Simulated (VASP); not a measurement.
A run of VASP 6.6.1 is set up as follows.

File INCAR:

```
SYSTEM = BN
METAGGA = SCAN ; ISMEAR = 0
SIGMA = 0.03 ; LWAVE = .False.
LCHARG = .False. ; NBANDS = 32
PREC = Accurate ; LASPH = .True.
LREAL = .False. ; ALGO = Normal
EDIFF = 1E-5 ; NELM = 120
GGA_COMPAT = .False. ; ENCUT = 520
EFERMI = MIDGAP ; LMIXTAU = .True.
```

Contents of KPOINTS:

```
Automatic mesh
0
Gamma
  4 4 2
  0 0 0
```

The input KPOINTS_OPT:

```
path GMKGALHA,LM,KH
32
line-mode
reciprocal
 0.0000000000  0.0000000000  0.0000000000  G
 0.5000000000  0.0000000000  0.0000000000  M

 0.5000000000  0.0000000000  0.0000000000  M
 0.3333333333  0.3333333333  0.0000000000  K

 0.3333333333  0.3333333333  0.0000000000  K
 0.0000000000  0.0000000000  0.0000000000  G

 0.0000000000  0.0000000000  0.0000000000  G
 0.0000000000  0.0000000000  0.5000000000  A

 0.0000000000  0.0000000000  0.5000000000  A
 0.5000000000  0.0000000000  0.5000000000  L

 0.5000000000  0.0000000000  0.5000000000  L
 0.3333333333  0.3333333333  0.5000000000  H

 0.3333333333  0.3333333333  0.5000000000  H
 0.0000000000  0.0000000000  0.5000000000  A

 0.5000000000  0.0000000000  0.5000000000  L
 0.5000000000  0.0000000000  0.0000000000  M

 0.3333333333  0.3333333333  0.0000000000  K
 0.3333333333  0.3333333333  0.5000000000  H
```

Contents of POSCAR:

```
BN
1.0
    2.4982400000      0.0000000000      0.0000000000
   -1.2491200000      2.1635393048      0.0000000000
    0.0000000000      0.0000000000      6.6357000000
N B
2 2
Direct
    0.6666666667      0.3333333333      0.2500000000
    0.3333333333      0.6666666667      0.7500000000
    0.6666666667      0.3333333333      0.7500000000
    0.3333333333      0.6666666667      0.2500000000
```

Potentials or basis: VASP PAW PBE potentials, release 64 (N, B).

Launch:

```console
$ cat potpaw_PBE.64/N/POTCAR potpaw_PBE.64/B/POTCAR > POTCAR
$ mpirun -np 1 vasp_std > vasp.out
```

Estimate the pressure.

0.1 GPa.

What does it give for the band gap along the path?

4.74 eV (least direct gap 5.23 eV).

Stress tensor (GPa, compression positive):
```
-0.13  0.00  0.00
 0.00 -0.13  0.00
 0.00  0.00  0.52
```

Caveat: the k points lie up to 0.73 Å⁻¹ apart; the PAW data sets were made with another functional, which shifts forces and pressure a little.
